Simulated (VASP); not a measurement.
Zr3O: single point with PBEsol

Crystal: Zr3O.

```
CELL_PARAMETERS angstrom
5.36133 0.00000 0.00000
-2.68066 4.64305 0.00000
0.00000 0.00000 5.59348
ATOMIC_POSITIONS crystal
Zr 0.34619 0.00000 0.00000
Zr 0.34619 0.34619 0.50000
Zr 0.00000 0.34619 0.00000
Zr 0.65381 0.00000 0.50000
Zr 0.65381 0.65381 0.00000
Zr 0.00000 0.65381 0.50000
O 0.33333 0.66667 0.25000
O 0.66667 0.33333 0.75000
```

This cell differs from its parent crystal: atoms shifted along a free coordinate, c/a of the conventional cell at fixed volume 1.0433.

```
Program             : VASP 6.6.1
Task                : single point
Functional          : PBEsol
Potentials or basis : VASP PAW PBE potentials, release 64 (Zr_sv, O)
Cutoff              : 520 eV
k mesh              : 9 × 9 × 8
Occupations         : gaussian, width 0.15 eV
Spin                : no spin polarisation
```

| Property | Result |
| --- | --- |
| Pressure | 1.6 GPa |
| Largest force | 0.522 eV/Å |
| Band gap on the k mesh | zero (bands 42 and 43 overlap by 0.06 eV) |

Forces on the atoms (eV/Å):
```
Zr  -0.522  0.000  0.000
Zr  -0.261 -0.452  0.000
Zr   0.261 -0.452  0.000
Zr   0.522  0.000  0.000
Zr   0.261  0.452  0.000
Zr  -0.261  0.452  0.000
O    0.000  0.000  0.000
O    0.000  0.000  0.000
```

Stress tensor (GPa, compression positive):
```
 5.90  0.00  0.00
 0.00  5.90  0.00
 0.00  0.00 -7.04
```

Levels at points of the mesh, in eV from the Fermi level:
```csv
k point,band 38,band 39,band 40,band 41,band 42,band 43,band 44,band 45,band 46,band 47
"(0.00, 0.00, 0.00)",-0.98,-0.70,-0.70,-0.34,-0.18,0.76,0.76,0.84,0.84,1.25
"(0.00, 0.00, 0.50)",-1.00,-0.53,-0.53,-0.15,-0.15,0.21,0.21,0.41,0.41,1.60
```

Run time: 6 min on 1 thread of Intel(R) Xeon(R) Platinum 8488C (Sapphire Rapids), with other jobs on the host, peak memory 0.44 GiB.

Caveat: the stress differs along the axes, from -7 to 6 GPa; the PAW data sets were made with another functional, which shifts forces and pressure a little.
